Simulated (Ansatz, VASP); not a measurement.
**One calculation of AgI, two programs**

INCAR

```
ALGO = Normal
EDIFF = 1E-6
ENCUT = 500
GGA = PE
GGA_COMPAT = F
ISIF = 2
ISMEAR = 0
LASPH = T
LCHARG = F
LREAL = F
LWAVE = F
NBANDS = 16
NELM = 120
PREC = Accurate
SIGMA = 0.02
```

File KPOINTS:

```
k-points
0
Gamma
  8 8 8
```

File POSCAR:

```
AgI
1.0
    0.0000000000      3.1772243476      3.1772243476
    3.1772243476      0.0000000000      3.1772243476
    3.1772243476      3.1772243476      0.0000000000
Ag I
1 1
Direct
    0.0000000000      0.0000000000      0.0000000000
    0.2500000000      0.2500000000      0.2500000000
```

Input for Ansatz:

```yaml
crystal:
  lattice:
    - [0.0, 3.1772243476, 3.1772243476]
    - [3.1772243476, 0.0, 3.1772243476]
    - [3.1772243476, 3.1772243476, 0.0]
  atoms:
    - { symbol: Ag, position: [0.0, 0.0, 0.0] }
    - { symbol: I, position: [0.25, 0.25, 0.25] }
basis:
  ecutwfc: 420
kpoints:
  mp_grid: { grid: [8, 8, 8] }
hamiltonian:
  xc: pbe
scf:
  occupations: { method: gaussian, width: 0.02 }
output:
  forces: true
  stress: true
  eigenvalues: true
  write_density: true
  write_potential: true
  elf: true
  volumetric_format: npy
```

Alike in both runs: task single point; functional PBE; k mesh 8 × 8 × 8; occupations gaussian, width 0.02 eV; no spin polarisation.

|  | VASP | Ansatz |
| --- | --- | --- |
| version | VASP 6.6.1 | Ansatz 0.2.0 |
| potentials or method | VASP PAW PBE potentials, release 64 (Ag, I), cutoff 500 eV | scalar-relativistic, plane waves, PAW |
| valence electrons in the cell | 18 | 36 |

|  | VASP | Ansatz | Ansatz less VASP |
| --- | --- | --- | --- |
| gap on the k mesh at the Fermi level (eV) | 1.34 | 1.34 | -0.003 |
| least direct gap on the mesh (eV) | 1.34 | 1.34 | -0.003 |
| pressure (GPa) | 4.5 | 4.6 | +0.06 |

VASP's potentials hold 18 valence electrons a cell and Ansatz's 36, so a difference there can come from the potentials and not from the codes.

Spin-orbit coupling is off throughout.
